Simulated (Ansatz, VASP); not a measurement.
## PbSe in VASP and in Ansatz

The input INCAR:

```
  PREC = Accurate
  ENCUT = 500
  EDIFF = 1E-6
  ISMEAR = -1
  SIGMA = 0.05
  LREAL = False
  LASPH = True
  NELM = 120
  ALGO = Normal
  ISIF = 2
  LWAVE = False
  LCHARG = False
  NBANDS = 17
  GGA_COMPAT = False
```

KPOINTS

```
regular mesh
0
Gamma
  6 6 6
```

POSCAR

```
PbSe
1.0
    3.6264531987      0.0000000000      0.0000000000
    0.0000000000      3.6264531987      0.0000000000
    0.0000000000      0.0000000000      3.6264531987
Pb Se
1 1
Direct
    0.0000000000      0.0000000000      0.0000000000
    0.5000000000      0.5000000000      0.5000000000
```

Input for Ansatz:

```yaml
crystal:
  lattice:
    - [3.6264531986959674, 0.0, 0.0]
    - [0.0, 3.6264531986959674, 0.0]
    - [0.0, 0.0, 3.6264531986959674]
  atoms:
    - { symbol: Pb, position: [0.0, 0.0, 0.0] }
    - { symbol: Se, position: [0.5, 0.5, 0.5] }
basis:
  ecutwfc: 500.0
kpoints:
  mp_grid:
    grid: [6, 6, 6]
hamiltonian:
  xc: lda
scf:
  occupations:
    method: fermi_dirac
    width: 0.05
output:
  stress: true
```

Alike in both runs: task single point; functional LDA; k mesh 6 × 6 × 6; occupations fermi-dirac, width 0.05 eV; no spin polarisation.

|  | VASP | Ansatz |
| --- | --- | --- |
| version | VASP 6.6.1 | Ansatz 0.2.0 |
| potentials or method | VASP PAW LDA potentials, release 64 (Pb_d, Se), cutoff 500 eV | plane waves, PAW |
| valence electrons in the cell | 20 | 30 |

VASP gave:

| Item | Value |
| --- | --- |
| pressure (GPa) | 2.2 |

Problem. Estimate Ansatz's values.

Solution. Pressure (GPa): 2.0.

LDA's correlation is that of Perdew and Zunger in VASP and of Perdew and Wang (1992) in Ansatz. VASP's potentials hold 20 valence electrons a cell and Ansatz's 30, so a difference there can come from the potentials and not from the codes.

Neither program's run includes spin-orbit coupling.
